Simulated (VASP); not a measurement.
CuO:

```
CELL_PARAMETERS angstrom
2.34185 -1.71130 0.00000
2.34185 1.71130 0.00000
-0.85003 0.00000 5.05787
ATOMIC_POSITIONS crystal
Cu 0.00000 0.50000 0.00000
Cu 0.50000 0.00000 0.50000
O 0.58160 0.41840 0.25000
O 0.41840 0.58160 0.75000
```

| Property | Result |
| --- | --- |
| Program | VASP 6.6.1 |
| Task | relaxation of cell and atoms |
| Functional | PBE |
| Potentials or basis | VASP PAW PBE potentials, release 64 (Cu, O) |
| Cutoff | 600 eV |
| k mesh | 9 × 9 × 5 |
| Occupations | fermi-dirac, width 0.1 eV |
| Spin | no spin polarisation |

At the start: pressure 6.4 GPa; volume 10.13 Å³/atom.

**Question.** How do energy, volume and symmetry change on relaxing?

**Answer.** Over 31 steps the energy falls by 48.1 meV/atom and the volume is 11.19 Å³/atom (+10.4 %); space group C2/c (No. 15, to 0.1 Å) before, Cccm (No. 66, to 0.1 Å).

Step by step:
```
step  energy change (eV)  largest force (eV/Å)  pressure (GPa)  volume (Å³)
   1              0.0000                0.2170            6.38        40.54
   2             -0.0292                0.3212           -3.03        42.95
   3             -0.0348                0.2895           -0.47        42.23
   4             -0.0491                0.2398           -0.33        42.40
   5             -0.0777                0.0703            0.08        42.90
   6             -0.0564                0.3483            2.06        43.81
   7             -0.0829                0.0627            0.77        43.19
   8             -0.0946                0.0412            0.36        43.49
   9             -0.1225                0.0065           -1.12        44.38
  10             -0.1456                0.0482           -3.83        46.02
  11             -0.1582                0.0398           -3.18        45.85
  12             -0.1729                0.0319           -1.77        45.51
  13             -0.1708                0.0351            0.81        44.71
  14             -0.1772                0.0265           -0.52        45.18
  15             -0.1822                0.0268           -0.20        45.06
  16             -0.1885                0.0265           -0.01        44.80
  17             -0.1893                0.0263            0.38        44.67
  18             -0.1893                0.0263            0.21        44.69
  19             -0.1896                0.0307           -0.11        44.76
  20             -0.1897                0.0327           -0.30        44.81
  21             -0.1898                0.0372           -0.65        44.91
  22             -0.1898                0.0332           -0.35        44.87
  23             -0.1900                0.0343           -0.39        44.86
  24             -0.1906                0.0350           -0.26        44.82
  25             -0.1914                0.0362            0.13        44.75
  26             -0.1913                0.0430            0.80        44.59
  27             -0.1916                0.0393            0.49        44.67
  28             -0.1918                0.0377            0.39        44.71
  29             -0.1921                0.0306           -0.08        44.80
  30             -0.1922                0.0268            0.05        44.79
  31             -0.1923                0.0105            0.05        44.77
```

Final structure:
```xyz
4
Lattice="2.1419 -2.0171 0.1558 2.1419 2.0171 0.1558 -0.4429 0.0000 5.1489" Properties=species:S:1:pos:R:3 pbc="T T T"
Cu    1.0709    1.0086    0.0779
Cu    0.8495   -1.0086    2.6523
O     2.0311   -0.0172    1.4430
O     1.8097    0.0172    4.0175
```
